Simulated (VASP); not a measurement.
# Eu (Im-3m) in VASP: a series of runs

Eu is run at these levels: r2SCAN, revPBE+D4, PBEsol; tasks: single point.

All numbers are computed with VASP 6.6.1; they aren't measurements. Logs are shortened: lines on timing, memory, paths and dates and some standing lists are left out, and cuts for length are marked.

## 1. The cell of the first run

Symmetry: Im-3m, No. 229, cubic system. Conventional cell: a = 4.606 Å, b = 4.606 Å, c = 4.606 Å, α = 90.00°, β = 90.00°, γ = 90.00°. Within 5.2 Å of Eu (site symmetry m-3m) lie 14 Eu at 3.99 to 4.61 Å.

## 2. Single point, r2SCAN, collinear spin, ferromagnetic start

File POSCAR:

```
Eu
1.0
   -2.3030000000      2.3030000000      2.3030000000
    2.3030000000     -2.3030000000      2.3030000000
    2.3030000000      2.3030000000     -2.3030000000
Eu
1
Direct
    0.0000000000      0.0000000000      0.0000000000
```

File INCAR.step1:

```
SYSTEM = Eu
PREC = Accurate
ENCUT = 520
ISMEAR = -1
SIGMA = 0.05
LREAL = .False.
LASPH = .True.
NELM = 150
ISPIN = 2
MAGMOM = 7
LMAXMIX = 6
NBANDS = 18
GGA = PE
ALGO = Normal
EDIFF = 1E-4
LWAVE = .True.
LCHARG = .False.
```

File INCAR.step2:

```
SYSTEM = Eu
PREC = Accurate
ENCUT = 520
EDIFF = 1E-6
ISMEAR = -1
SIGMA = 0.05
LREAL = .False.
LASPH = .True.
NELM = 150
ALGO = Normal
ISIF = 2
LWAVE = .False.
LCHARG = .True.
ISPIN = 2
MAGMOM = 7
LORBIT = 11
LMAXMIX = 6
METAGGA = R2SCAN
LMIXTAU = .True.
LELF = .True.
LVHAR = .True.
NBANDS = 18
ISTART = 1
```

File KPOINTS:

```
Automatic mesh
0
Gamma
  8 8 8
  0 0 0
```

Potentials or basis: VASP PAW PBE potentials, release 64 (Eu).

On the command line:

```sh
$ cat potpaw_PBE.64/Eu/POTCAR > POTCAR
$ cp INCAR.step1 INCAR
$ mpirun -np 1 vasp_std > vasp.out
$ cp INCAR.step2 INCAR
$ mpirun -np 1 vasp_std > vasp.out
```

OUTCAR:

```text
SYSTEM = Eu
   PREC = Accurate
   ENCUT = 520
   EDIFF = 1E-6
   ISMEAR = -1
   LREAL = .False.
   LASPH = .True.
   NELM = 150
   ISIF = 2
   ISPIN = 2
   LORBIT = 11
   METAGGA = R2SCAN
   ISTART = 1

 ion  position               nearest neighbor table
   1  0.000  0.000  0.000-

  LATTYP: Found a body centered cubic cell.
 ALAT       =     4.6060000000

  Lattice vectors:

 A1 = (  -2.3030000000,   2.3030000000,   2.3030000000)
 A2 = (   2.3030000000,  -2.3030000000,   2.3030000000)
 A3 = (   2.3030000000,   2.3030000000,  -2.3030000000)

Analysis of symmetry for initial positions (statically):
=====================================================================
 Subroutine PRICEL returns:
 Original cell was already a primitive cell.

 Routine SETGRP: Setting up the symmetry group for a
 body centered cubic supercell.

 Subroutine GETGRP returns: Found 48 space group operations
 (whereof 48 operations were pure point group operations)
 out of a pool of 48 trial point group operations.

The static configuration has the point symmetry O_h .

Analysis of symmetry for dynamics (positions and initial velocities):
=====================================================================
 Subroutine PRICEL returns:
 Original cell was already a primitive cell.

 Routine SETGRP: Setting up the symmetry group for a
 body centered cubic supercell.

 Subroutine GETGRP returns: Found 48 space group operations
 (whereof 48 operations were pure point group operations)
 out of a pool of 48 trial point group operations.

The dynamic configuration has the point symmetry O_h .

Analysis of structural, dynamic, and magnetic symmetry:
=====================================================================
 Subroutine PRICEL returns:
 Original cell was already a primitive cell.

 Routine SETGRP: Setting up the symmetry group for a
 body centered cubic supercell.

 Subroutine GETGRP returns: Found 48 space group operations
 (whereof 48 operations were pure point group operations)
 out of a pool of 48 trial point group operations.

The overall configuration has the point symmetry O_h .

 Subroutine INISYM returns: Found 48 space group operations
 (whereof 48 operations are pure point group operations),
 and found     1 'primitive' translations

----------------------------------------------------------------------------------------

                                     Primitive cell

  volume of cell :      48.8587

  direct lattice vectors                    reciprocal lattice vectors
    -2.303000000  2.303000000  2.303000000     0.000000000  0.217108120  0.217108120
     2.303000000 -2.303000000  2.303000000     0.217108120  0.000000000  0.217108120
     2.303000000  2.303000000 -2.303000000     0.217108120  0.217108120  0.000000000

  length of vectors
     3.988913010  3.988913010  3.988913010     0.307037248  0.307037248  0.307037248

  position of ions in fractional coordinates (direct lattice)
     0.000000000  0.000000000  0.000000000

  ion indices of the primitive-cell ions
   primitive index   ion index
                 1           1

----------------------------------------------------------------------------------------

 KPOINTS: Automatic mesh

Automatic generation of k-mesh.
 Grid dimensions read from file:
 generate k-points for:    8    8    8

 Generating k-lattice:

  Cartesian coordinates                     Fractional coordinates (reciprocal lattice)
     0.000000000  0.027138515  0.027138515     0.125000000  0.000000000  0.000000000
     0.027138515  0.000000000  0.027138515     0.000000000  0.125000000  0.000000000
     0.027138515  0.027138515  0.000000000     0.000000000  0.000000000  0.125000000

  Length of vectors
     0.038379656  0.038379656  0.038379656

  Shift w.r.t. Gamma in fractional coordinates (k-lattice)
     0.000000000  0.000000000  0.000000000

 Subroutine IBZKPT returns following result:
 ===========================================

 Found     29 irreducible k-points:

 Following reciprocal coordinates:
            Coordinates               Weight
  0.000000  0.000000  0.000000      1.000000
  0.125000  0.000000  0.000000     12.000000
  0.250000  0.000000  0.000000     12.000000
  0.375000  0.000000  0.000000     12.000000
  0.500000  0.000000  0.000000      6.000000
  0.125000  0.125000  0.000000     24.000000
[... 16 lines left out ...]
 -0.250000  0.250000  0.250000      6.000000
 -0.375000  0.375000  0.250000     24.000000
 [... further k-points ...]
   k-points           NKPTS =     29   k-points in BZ     NKDIM =     29   number of bands    NBANDS=     18
   number of dos      NEDOS =    301   number of ions     NIONS =      1
   total plane-waves  NPLWV =  27000
   dimension x,y,z NGX =    30 NGY =   30 NGZ =   30
   dimension x,y,z NGXF=    60 NGYF=   60 NGZF=   60
   ions per type =               1
   NGX,Y,Z   is equivalent  to a cutoff of  12.50, 12.50, 12.50 a.u.
   NGXF,Y,Z  is equivalent  to a cutoff of  25.01, 25.01, 25.01 a.u.
 SYSTEM =  Eu
   PREC   = accura    normal or accurate (medium, high low for compatibility)
   ISTART =      1    job   : 0-new  1-cont  2-samecut
   ICHARG =      0    charge: 1-file 2-atom 10-const
   ISPIN  =      2    spin polarized calculation?
   LNONCOLLINEAR =      F non collinear calculations
   LSORBIT =      F    spin-orbit coupling
   LASPH  =      T    aspherical Exc in radial PAW
   ENCUT  =  520.0 eV  38.22 Ry    6.18 a.u.   7.42  7.42  7.42*2*pi/ulx,y,z
   NELM   =    150;   NELMIN=  2; NELMDL=  0     # of ELM steps
   EDIFF  = 0.1E-05   stopping-criterion for ELM
   LREAL  =      F    real-space projection
   EDIFFG = 0.1E-04   stopping-criterion for IOM
   NSW    =      0    number of steps for IOM
   IBRION =     -1    ionic relax: 0-MD 1-quasi-New 2-CG
   NFREE  =      0    steps in history (QN), initial steepest desc. (CG)
   ISIF   =      2    stress and relaxation
   ISYM   =      2    0-nonsym 1-usesym 2-fastsym
   POTIM  = 0.5000    time-step for ionic-motion
   TEBEG  =    0.0;   TEEND  =   0.0 temperature during run
   PSTRESS=    0.0 pullay stress
   NELECT =      17.0000    total number of electrons
   NUPDOWN=      -1.0000    fix difference up-down
   EMIN   =  10.00;   EMAX   =-10.00  energy-range for DOS
   EFERMI =   0.00;   METHOD = LEGACY
   ISMEAR =    -1;   SIGMA  =   0.05  broadening in eV -4-tet -1-fermi 0-gaus
   EFERMI_NEDOS =   21; number of points for ismear=-14 and -15
   IALGO  =     38    algorithm
   IMIX   =      4    mixing-type and parameters
     AMIX     =   0.40;   BMIX     =  1.00
     AMIX_MAG =   1.60;   BMIX_MAG =  1.00
  volume/ion in A,a.u.               =      48.86       329.71
  Fermi-wavevector in a.u.,A,eV,Ry     =   1.151447  2.175919 18.039008  1.325830
  Thomas-Fermi vector in A             =   2.288104
   LORBIT       =     11    0 simple, 1 ext, 2 COOP (PROOUT), +10 PAW based schemes
   METAGGA = R2SCAN    functional components
   LHFCALC =     F    Hartree Fock is set to
   AEXX    =    0.0000 exact exchange contribution
   IVDW    =     0    specifies the selected vdW correction
   LEPSILON=     F    determine dielectric tensor
   LRPA    =     F    only Hartree local field effects (RPA)
 spin polarized calculation
  energy-cutoff  :      520.00
  volume of cell :       48.86
 maximum number of plane-waves:      1337
 NGX is ok and might be reduce to    30
   NGX = 15   NGY = 15   NGZ = 15

 number of electron      17.0000007 magnetization       7.7315920

 Free energy of the ion-electron system (eV)
  ---------------------------------------------------
  ext. energy  EPLUGINS =         0.00000000
  ---------------------------------------------------
  free energy    TOTEN  =       -39.64077091 eV

  energy without entropy =      -39.62631112  energy(sigma->0) =      -39.63354101

 E-fermi :   1.5609     XC(G=0):  -8.6716

 val. band max:        1.5364150738   @ k =   0.3750   0.1250   0.1250
 cond. band min:       1.5651954725   @ k =  -0.3750   0.3750   0.2500
 fundamental gap:      0.0287803987
 Fermi energy:         1.5608900855

 spin component 1

 k-point     1 :       0.0000    0.0000    0.0000
  band No.  band energies     occupation
      1     -41.6714      1.00000
      2     -19.7123      1.00000
      3     -19.7123      1.00000
      4     -19.7122      1.00000
      5      -3.0470      1.00000
      6       0.9778      0.99999
[... 10 lines left out ...]
     17       4.8856      0.00000
     18      10.6001      0.00000

 k-point     2 :       0.1250    0.0000    0.0000
  band No.  band energies     occupation
      1     -41.6687      1.00000
      2     -19.7544      1.00000
      3     -19.7255      1.00000
      4     -19.7125      1.00000
      5      -2.7263      1.00000
      6       0.9762      0.99999
[... 10 lines left out ...]
     17       4.9020      0.00000
     18      10.8347      0.00000
[... 442 lines left out ...]
 k-point    24 :      -0.3750    0.3750    0.2500
  band No.  band energies     occupation
      1     -41.6481      1.00000
      2     -19.9176      1.00000
      3     -19.8399      1.00000
      4     -19.8138      1.00000
      5       0.0623      1.00000
      6       0.8494      1.00000
[... 10 lines left out ...]
     17       5.7777      0.00000
     18       8.9762      0.00000

 [... further k-points ...]

 spin component 2

 k-point     1 :       0.0000    0.0000    0.0000
  band No.  band energies     occupation
      1     -37.8988      1.00000
      2     -16.9965      1.00000
      3     -16.9965      1.00000
      4     -16.9965      1.00000
      5      -1.5472      1.00000
      6       4.7101      0.00000
[... 10 lines left out ...]
     17       7.6785      0.00000
     18      12.2131      0.00000

 k-point     2 :       0.1250    0.0000    0.0000
  band No.  band energies     occupation
      1     -37.8950      1.00000
      2     -17.0515      1.00000
      3     -17.0142      1.00000
      4     -16.9967      1.00000
      5      -1.2196      1.00000
      6       4.4206      0.00000
[... 10 lines left out ...]
     17       7.6876      0.00000
     18      12.4281      0.00000
[... 442 lines left out ...]
 k-point    24 :      -0.3750    0.3750    0.2500
  band No.  band energies     occupation
      1     -37.8662      1.00000
      2     -17.2632      1.00000
      3     -17.1644      1.00000
      4     -17.1296      1.00000
      5       1.5652      0.47849
      6       2.7174      0.00000
[... 10 lines left out ...]
     17       7.8929      0.00000
     18      10.7185      0.00000

 [... further k-points ...]

------------------------ aborting loop because EDIFF is reached ----------------------------------------

  FORCE on cell =-STRESS in cart. coord.  units (eV):
  Direction    XX          YY          ZZ          XY          YZ          ZX
  --------------------------------------------------------------------------------------
  -------------------------------------------------------------------------------------
  Total       -0.4753933     -0.4753933     -0.4753933      0.0000000      0.0000000     -0.0000000
  in kB      -15.5891300    -15.5891300    -15.5891300      0.0000000      0.0000000     -0.0000000
  external PRESSURE =     -15.5891300 kB  Pullay stress =       0.0000000 kB

 VOLUME and BASIS-vectors are now :
 -----------------------------------------------------------------------------
  energy-cutoff  :      520.00
  volume of cell :       48.86
      direct lattice vectors                 reciprocal lattice vectors
    -2.303000000  2.303000000  2.303000000     0.000000000  0.217108120  0.217108120
     2.303000000 -2.303000000  2.303000000     0.217108120  0.000000000  0.217108120
     2.303000000  2.303000000 -2.303000000     0.217108120  0.217108120  0.000000000

 POSITION                                       TOTAL-FORCE (eV/Angst)
 -----------------------------------------------------------------------------------
      0.00000      0.00000      0.00000         0.000000      0.000000      0.000000
 -----------------------------------------------------------------------------------
    total drift:                               -0.000000     -0.000000      0.000000

  FREE ENERGIE OF THE ION-ELECTRON SYSTEM (eV)
  ---------------------------------------------------
  free  energy   TOTEN  =       -39.6407709054 eV

  energy  without entropy=      -39.6263111191  energy(sigma->0) =      -39.63354101

 total charge

# of ion       s       p       d       f       tot
--------------------------------------------------
    1        2.076   5.770   0.226   6.706  14.778

 magnetization (x)

# of ion       s       p       d       f       tot
--------------------------------------------------
    1       -0.012  -0.156   0.160   6.705   6.697
```

Run time: 4.7 min. Hardware: 1 thread of AMD EPYC 7R43 (Zen 3), shared host; peak memory 0.2 GiB.

Results:

| Item | Value |
| --- | --- |
| Free energy | -39.6408 eV |
| Pressure | -1.6 GPa |
| Net moment | 7.73 μB per cell |
| Site moments | Eu +6.70 μB |
| Valence electrons inside the program's atomic spheres | Eu 14.78 |

Caveat: the PAW data sets were made with another functional, which shifts forces and pressure a little; spin-orbit coupling is left out, which moves the levels of the heavy elements. The state reached can hang on the start; a lower one may exist.

[end of part 1 of 2]
